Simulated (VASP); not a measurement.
Runs of VASP 6.6.1 on Si. The structure is that of space group I4/mmm (No. 139), or close to it. The cells are those of the table. 

```csv
cell,gap on the mesh (eV),pressure (GPa),largest force (eV/Å)
"a = 4.959, b = 4.959, c = 4.758 Å, angles 99.0, 99.0, 134.5°, 4 atoms",none,10.9,1.35
"a = 5.177, b = 5.177, c = 4.974 Å, angles 98.2, 98.2, 136.5°, 4 atoms",none,0.1,0.18
"a = 5.293 Å, angles 97.6, 97.6, 137.5°, 4 atoms",0.28,(a),0.46
"a = 5.075 Å, angles 98.2, 98.2, 135.6°, 4 atoms",0.23,0.1,-
```

Alike in all rows: task single point; level PBEsol; potentials or basis VASP PAW PBE potentials, release 64 (Si); no spin polarisation; k mesh 10 × 10 × 10; cutoff (eV) 520; smearing gaussian 0.03 eV.

Task: Fill in the values left out.

Result: (a) -6.5.

Caveats: the PAW data sets were made with another functional, which shifts forces and pressure a little; semilocal functionals underestimate gaps, and a narrow one can read as zero (at least some runs); the stress differs along the axes, from 4 to 14 GPa (at least some runs); the stress differs along the axes, from -9 to -2 GPa (at least some runs).

A k mesh can miss the band edges.

A gap of «none» marks levels without a gap at the run's occupations.
